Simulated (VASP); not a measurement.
# SnTe (R-3m) in VASP: a series of runs

The runs below take SnTe through single point, with PBEsol.

Everything below comes from runs of VASP 6.6.1. Logs are shortened: lines on timing, memory, paths and dates and some standing lists are left out, and cuts for length are marked.

## (1) The cell of the first run

It takes space group R-3m (No. 166, trigonal). The conventional cell has a = 4.573 Å, b = 4.573 Å, c = 10.418 Å, α = 90.00°, β = 90.00°, γ = 120.00°. Within 4.2 Å of Sn (site symmetry -3m) lie 6 Te at 3.16 Å. Te (site symmetry -3m) has 6 Sn at 3.16 Å within 4.2 Å.

## (2) Single point, PBEsol

Contents of INCAR:

```
SYSTEM = SnTe
ALGO = Normal ; EDIFF = 1E-6
ENCUT = 520 ; GGA = PS
ISIF = 2 ; ISMEAR = 0
LASPH = .True. ; LCHARG = .False.
LREAL = .False. ; LWAVE = .False.
NBANDS = 17 ; NELM = 60
PREC = Accurate ; SIGMA = 0.03
```

Contents of KPOINTS:

```
k-points
0
Gamma
  10 10 10
  0 0 0
```

Contents of POSCAR:

```
SnTe
1.0
   -0.1509100832      3.0828774132      3.0828774132
    3.0828774132     -0.1509100832      3.0828774132
    3.0828774132      3.0828774132     -0.1509100832
Sn Te
1 1
Direct
    0.0000000000      0.0000000000      0.0000000000
    0.5000000000      0.5000000000      0.5000000000
```

Potentials or basis: VASP PAW PBE potentials, release 64 (Sn_d, Te).

On the command line:

```console
$ cat potpaw_PBE.64/Sn_d/POTCAR potpaw_PBE.64/Te/POTCAR > POTCAR
$ mpirun -np 1 vasp_std > vasp.out
```

OUTCAR:

```text
SYSTEM = SnTe
   EDIFF = 1E-6
   ENCUT = 520
   GGA = PS
   ISIF = 2
   ISMEAR = 0
   LASPH = .True.
   LREAL = .False.
   NELM = 60
   PREC = Accurate

 ion  position               nearest neighbor table
   1  0.000  0.000  0.000-   2 3.16   2 3.16   2 3.16   2 3.16   2 3.16   2 3.16
   2  0.500  0.500  0.500-   1 3.16   1 3.16   1 3.16   1 3.16   1 3.16   1 3.16

  LATTYP: Found a trigonal (rhomboedric) cell.
 ALAT       =     4.3624580391
 COS(alpha) =     0.4505091948

  Lattice vectors:

 A1 = (  -0.1509100832,   3.0828774132,   3.0828774132)
 A2 = (   3.0828774132,  -0.1509100832,   3.0828774132)
 A3 = (   3.0828774132,   3.0828774132,  -0.1509100832)

Analysis of symmetry for initial positions (statically):
=====================================================================
 Subroutine PRICEL returns:
 Original cell was already a primitive cell.

 Routine SETGRP: Setting up the symmetry group for a
 trigonal (rhombohedral) supercell.

 Subroutine GETGRP returns: Found 12 space group operations
 (whereof 12 operations were pure point group operations)
 out of a pool of 12 trial point group operations.

The static configuration has the point symmetry D_3d.

Analysis of symmetry for dynamics (positions and initial velocities):
=====================================================================
 Subroutine PRICEL returns:
 Original cell was already a primitive cell.

 Routine SETGRP: Setting up the symmetry group for a
 trigonal (rhombohedral) supercell.

 Subroutine GETGRP returns: Found 12 space group operations
 (whereof 12 operations were pure point group operations)
 out of a pool of 12 trial point group operations.

The dynamic configuration has the point symmetry D_3d.

 Subroutine INISYM returns: Found 12 space group operations
 (whereof 12 operations are pure point group operations),
 and found     1 'primitive' translations

----------------------------------------------------------------------------------------

                                     Primitive cell

  volume of cell :      62.8995

  direct lattice vectors                    reciprocal lattice vectors
    -0.150910083  3.082877413  3.082877413    -0.150738166  0.158496748  0.158496748
     3.082877413 -0.150910083  3.082877413     0.158496748 -0.150738166  0.158496748
     3.082877413  3.082877413 -0.150910083     0.158496748  0.158496748 -0.150738166

  length of vectors
[... 79 lines left out ...]
   LASPH  =      T    aspherical Exc in radial PAW
   ENCUT  =  520.0 eV  38.22 Ry    6.18 a.u.   8.11  8.11  8.11*2*pi/ulx,y,z
   NELM   =     60;   NELMIN=  2; NELMDL= -5     # of ELM steps
   EDIFF  = 0.1E-05   stopping-criterion for ELM
   LREAL  =      F    real-space projection
   EDIFFG = 0.1E-04   stopping-criterion for IOM
   NSW    =      0    number of steps for IOM
   IBRION =     -1    ionic relax: 0-MD 1-quasi-New 2-CG
   NFREE  =      0    steps in history (QN), initial steepest desc. (CG)
   ISIF   =      2    stress and relaxation
   ISYM   =      2    0-nonsym 1-usesym 2-fastsym
   POTIM  = 0.5000    time-step for ionic-motion
   TEBEG  =    0.0;   TEEND  =   0.0 temperature during run
   PSTRESS=    0.0 pullay stress
   NELECT =      20.0000    total number of electrons
   NUPDOWN=      -1.0000    fix difference up-down
   EMIN   =  10.00;   EMAX   =-10.00  energy-range for DOS
   EFERMI =   0.00;   METHOD = LEGACY
   ISMEAR =     0;   SIGMA  =   0.03  broadening in eV -4-tet -1-fermi 0-gaus
   EFERMI_NEDOS =   21; number of points for ismear=-14 and -15
   IALGO  =     38    algorithm
   IMIX   =      4    mixing-type and parameters
     AMIX     =   0.40;   BMIX     =  1.00
     AMIX_MAG =   1.60;   BMIX_MAG =  1.00
  volume/ion in A,a.u.               =      31.45       212.23
  Fermi-wavevector in a.u.,A,eV,Ry     =   1.117384  2.111549 16.987507  1.248547
  Thomas-Fermi vector in A             =   2.254006
   LORBIT       =      0    0 simple, 1 ext, 2 COOP (PROOUT), +10 PAW based schemes
   GGA     = PS    functional components
   LHFCALC =     F    Hartree Fock is set to
   AEXX    =    0.0000 exact exchange contribution
   IVDW    =     0    specifies the selected vdW correction
   LEPSILON=     F    determine dielectric tensor
   LRPA    =     F    only Hartree local field effects (RPA)
 non-spin polarized calculation
 Gauss-broadening in eV      SIGMA  =   0.03
  energy-cutoff  :      520.00
  volume of cell :       62.90
 maximum number of plane-waves:      1716
   NGX = 17   NGY = 17   NGZ = 17

 number of electron      19.9999997 magnetization

 Free energy of the ion-electron system (eV)
  ---------------------------------------------------
  ext. energy  EPLUGINS =         0.00000000
  ---------------------------------------------------
  free energy    TOTEN  =        -8.31656778 eV

  energy without entropy =       -8.31652124  energy(sigma->0) =       -8.31654451

 E-fermi :   6.7033     XC(G=0):  -9.6319

 val. band max:        6.6942159429   @ k =   0.5000   0.0000  -0.0000
 cond. band min:       6.7712056881   @ k =   0.5000   0.5000   0.5000
 fundamental gap:      0.0769897452
 Fermi energy:         6.7033223693

 k-point     1 :       0.0000    0.0000    0.0000
  band No.  band energies     occupation
      1     -15.0518      2.00000
      2     -15.0518      2.00000
      3     -15.0454      2.00000
      4     -15.0430      2.00000
      5     -15.0430      2.00000
      6      -6.0329      2.00000
[... 457 lines left out ...]
      4     -15.0367      2.00000
      5     -15.0350      2.00000
      6      -4.8509      2.00000
[... 9 lines left out ...]
     16      15.8554      0.00000
     17      16.0076      0.00000

 [... further k-points ...]

------------------------ aborting loop because EDIFF is reached ----------------------------------------

  FORCE on cell =-STRESS in cart. coord.  units (eV):
  Direction    XX          YY          ZZ          XY          YZ          ZX
  --------------------------------------------------------------------------------------
  -------------------------------------------------------------------------------------
  Total       -0.2409405     -0.2409405     -0.2409405      0.2887396      0.2887396      0.2887396
  in kB       -6.1372388     -6.1372388     -6.1372388      7.3547778      7.3547778      7.3547778
  external PRESSURE =      -6.1372388 kB  Pullay stress =       0.0000000 kB

 VOLUME and BASIS-vectors are now :
 -----------------------------------------------------------------------------
  energy-cutoff  :      520.00
  volume of cell :       62.90
      direct lattice vectors                 reciprocal lattice vectors
    -0.150910083  3.082877413  3.082877413    -0.150738166  0.158496748  0.158496748
     3.082877413 -0.150910083  3.082877413     0.158496748 -0.150738166  0.158496748
     3.082877413  3.082877413 -0.150910083     0.158496748  0.158496748 -0.150738166

 POSITION                                       TOTAL-FORCE (eV/Angst)
 -----------------------------------------------------------------------------------
      0.00000      0.00000      0.00000         0.000000      0.000000     -0.000000
      3.00742      3.00742      3.00742        -0.000000      0.000000      0.000000
 -----------------------------------------------------------------------------------
    total drift:                                0.000000     -0.000000     -0.000000

  FREE ENERGIE OF THE ION-ELECTRON SYSTEM (eV)
  ---------------------------------------------------
  free  energy   TOTEN  =        -8.3165677836 eV

  energy  without entropy=       -8.3165212354  energy(sigma->0) =       -8.31654451
```

It took 70 s on 1 thread of Intel Xeon Platinum 8488C (Sapphire Rapids), shared host; peak memory 0.26 GiB.

What came out:

```
Free energy            : -8.3166 eV
Pressure               : -0.6 GPa
Band gap on the k mesh : zero (band 10 reaches 6.69 eV, above the bottom of band 11 at 6.39 eV)
```

Stress tensor (GPa, compression positive):
```
-0.61  0.74  0.74
 0.74 -0.61  0.74
 0.74  0.74 -0.61
```

Levels at points of the mesh, in eV from the Fermi level:
| k point | band 6 | band 7 | band 8 | band 9 | band 10 | band 11 | band 12 | band 13 | band 14 | band 15 |
| --- | --- | --- | --- | --- | --- | --- | --- | --- | --- | --- |
| (0.00, 0.00, 0.00) | -12.74 | -4.75 | -2.28 | -2.28 | -1.65 | 3.23 | 3.45 | 3.45 | 4.47 | 4.47 |
| (0.50, 0.00, 0.00) | -11.50 | -8.36 | -1.76 | -1.55 | -0.01 | 0.26 | 0.37 | 0.79 | 7.47 | 8.09 |
| (0.50, 0.50, 0.00) | -11.16 | -6.46 | -5.52 | -3.92 | -3.41 | 2.19 | 4.74 | 4.96 | 6.29 | 8.94 |
| (0.50, 0.50, 0.50) | -11.34 | -8.07 | -1.98 | -1.98 | -0.38 | -0.31 | 0.07 | 0.07 | 8.00 | 9.04 |

Caveat: the PAW data sets were made with another functional, which shifts forces and pressure a little; spin-orbit coupling is left out, which moves the levels of the heavy elements.

## (3) Single point, PBEsol

This run uses another cell than the first one, of the same volume but with other edges.

Contents of INCAR:

```
SYSTEM = SnTe
PREC = Accurate ; ENCUT = 520
EDIFF = 1E-7 ; ISMEAR = 0
SIGMA = 0.03 ; LREAL = .FALSE.
LASPH = .TRUE. ; NELM = 100
ALGO = Normal ; ISIF = 2
LWAVE = .FALSE. ; LCHARG = .TRUE.
GGA = PS ; LELF = .TRUE.
LVHAR = .TRUE. ; NBANDS = 17
```

Contents of KPOINTS:

```
regular mesh
0
G
  10 10 10
  0 0 0
```

Contents of POSCAR:

```
SnTe
1.0
    0.1640828798      3.2406368767      3.2406368767
    3.2406368767      0.1640828798      3.2406368767
    3.2406368767      3.2406368767      0.1640828798
Sn Te
1 1
Direct
    0.0000000000      0.0000000000      0.0000000000
    0.5000000000      0.5000000000      0.5000000000
```

Potentials or basis: VASP PAW PBE potentials, release 64 (Sn_d, Te).

On the command line:

```console
$ cat potpaw_PBE.64/Sn_d/POTCAR potpaw_PBE.64/Te/POTCAR > POTCAR
$ mpirun -np 1 vasp_std > vasp.out
```

OUTCAR:

```text
SYSTEM = SnTe
   PREC = Accurate
   ENCUT = 520
   EDIFF = 1E-7
   ISMEAR = 0
   LREAL = .FALSE.
   LASPH = .TRUE.
   NELM = 100
   ISIF = 2
   GGA = PS

 ion  position               nearest neighbor table
   1  0.000  0.000  0.000-   2 3.16   2 3.16   2 3.16   2 3.16   2 3.16   2 3.16
   2  0.500  0.500  0.500-   1 3.16   1 3.16   1 3.16   1 3.16   1 3.16   1 3.16

  LATTYP: Found a trigonal (rhomboedric) cell.
 ALAT       =     4.5858890005
 COS(alpha) =     0.5499279885

  Lattice vectors:

 A1 = (   0.1640828798,   3.2406368767,   3.2406368767)
 A2 = (   3.2406368767,   0.1640828798,   3.2406368767)
 A3 = (   3.2406368767,   3.2406368767,   0.1640828798)

Analysis of symmetry for initial positions (statically):
=====================================================================
 Subroutine PRICEL returns:
 Original cell was already a primitive cell.

 Routine SETGRP: Setting up the symmetry group for a
 trigonal (rhombohedral) supercell.

 Subroutine GETGRP returns: Found 12 space group operations
 (whereof 12 operations were pure point group operations)
 out of a pool of 12 trial point group operations.

The static configuration has the point symmetry D_3d.

[... 156 lines left out ...]
  ---------------------------------------------------
  free energy    TOTEN  =        -8.31122067 eV

  energy without entropy =       -8.31093497  energy(sigma->0) =       -8.31107782

 E-fermi :   6.6821     XC(G=0):  -9.6324

 val. band max:        6.6802481342   @ k =   0.4000   0.4000   0.4000
 cond. band min:       6.6827774205   @ k =   0.4000   0.3000   0.3000
 fundamental gap:      0.0025292863
 Fermi energy:         6.6820627091

 k-point     1 :       0.0000    0.0000    0.0000
  band No.  band energies     occupation
      1     -15.0528      2.00000
      2     -15.0528      2.00000
      3     -15.0446      2.00000
      4     -15.0446      2.00000
      5     -15.0445      2.00000
      6      -6.0330      2.00000
[... 457 lines left out ...]
      4     -15.0380      2.00000
      5     -15.0355      2.00000
      6      -4.8442      2.00000
[... 9 lines left out ...]
     16      15.7769      0.00000
     17      16.1072      0.00000

 [... further k-points ...]
[... 5 lines left out ...]
  --------------------------------------------------------------------------------------
  -------------------------------------------------------------------------------------
  Total       -0.2517512     -0.2517512     -0.2517512     -0.3346638     -0.3346638     -0.3346638
  in kB       -6.4126088     -6.4126088     -6.4126088     -8.5245602     -8.5245602     -8.5245602
  external PRESSURE =      -6.4126088 kB  Pullay stress =       0.0000000 kB

 VOLUME and BASIS-vectors are now :
 -----------------------------------------------------------------------------
  energy-cutoff  :      520.00
  volume of cell :       62.90
      direct lattice vectors                 reciprocal lattice vectors
     0.164082880  3.240636877  3.240636877    -0.166532321  0.158506667  0.158506667
     3.240636877  0.164082880  3.240636877     0.158506667 -0.166532321  0.158506667
     3.240636877  3.240636877  0.164082880     0.158506667  0.158506667 -0.166532321

 POSITION                                       TOTAL-FORCE (eV/Angst)
 -----------------------------------------------------------------------------------
      0.00000      0.00000      0.00000         0.000000     -0.000000      0.000000
      3.32268      3.32268      3.32268        -0.000000      0.000000     -0.000000
 -----------------------------------------------------------------------------------
    total drift:                               -0.000000      0.000000      0.000000

  FREE ENERGIE OF THE ION-ELECTRON SYSTEM (eV)
  ---------------------------------------------------
  free  energy   TOTEN  =        -8.3112206699 eV

  energy  without entropy=       -8.3109349693  energy(sigma->0) =       -8.31107782
```

OSZICAR:

```text
N       E                     dE             d eps       ncg     rms          rms(c)
DAV:   1     0.124885163489E+03    0.12489E+03   -0.95225E+03  3988   0.135E+03
DAV:   2     0.301383674236E+01   -0.12187E+03   -0.11824E+03  4217   0.330E+02
DAV:   3    -0.804569355903E+01   -0.11060E+02   -0.10974E+02  4853   0.884E+01
DAV:   4    -0.836028346470E+01   -0.31459E+00   -0.31431E+00  4693   0.155E+01
DAV:   5    -0.837262018572E+01   -0.12337E-01   -0.12336E-01  5805   0.297E+00    0.460E+00
DAV:   6    -0.831376078568E+01    0.58859E-01   -0.12930E-01  5424   0.272E+00    0.289E+00
DAV:   7    -0.831184127614E+01    0.19195E-02   -0.47751E-02  5116   0.125E+00    0.752E-01
DAV:   8    -0.831121566660E+01    0.62561E-03   -0.80333E-03  5041   0.721E-01    0.152E-01
DAV:   9    -0.831127243749E+01   -0.56771E-04   -0.10639E-03  5497   0.273E-01    0.378E-02
DAV:  10    -0.831122112481E+01    0.51313E-04   -0.16583E-04  5311   0.112E-01    0.202E-02
DAV:  11    -0.831122191700E+01   -0.79219E-06   -0.58023E-05  5331   0.542E-02    0.335E-02
DAV:  12    -0.831122075749E+01    0.11595E-05   -0.68517E-06  5048   0.203E-02    0.126E-02
DAV:  13    -0.831122063444E+01    0.12304E-06   -0.51191E-07  4666   0.394E-03    0.371E-03
DAV:  14    -0.831122066985E+01   -0.35411E-07   -0.16099E-08  2309   0.111E-03
   1 F= -.83112207E+01 E0= -.83110778E+01  d E =-.285701E-03
```

Wall time 1.8 min (1 thread of Intel Xeon Platinum 8488C (Sapphire Rapids), shared host); peak memory 0.28 GiB.

What came out:

```yaml
Free_energy: -8.3112 eV
Pressure: -0.6 GPa
Band_gap_on_the_k_mesh: zero (band 10 reaches 7.11 eV, above the bottom of band 11 at 6.67 eV)
```

Levels at points of the mesh, in eV from the Fermi level:
```
           k point  band 8  band 9  band 10  band 11  band 12  band 13
(0.00, 0.00, 0.00)   -2.55   -1.79    -1.79     3.33     3.33     3.56
(0.50, 0.00, 0.00)   -1.96   -1.66    -0.31    -0.01     0.33     0.48
(0.50, 0.50, 0.00)   -5.50   -3.90    -3.38     2.21     4.79     4.93
(0.50, 0.50, 0.50)   -1.44   -1.44     0.42     0.56     0.78     0.78
```

Caveat: the PAW data sets were made with another functional, which shifts forces and pressure a little; spin-orbit coupling is left out, which moves the levels of the heavy elements.
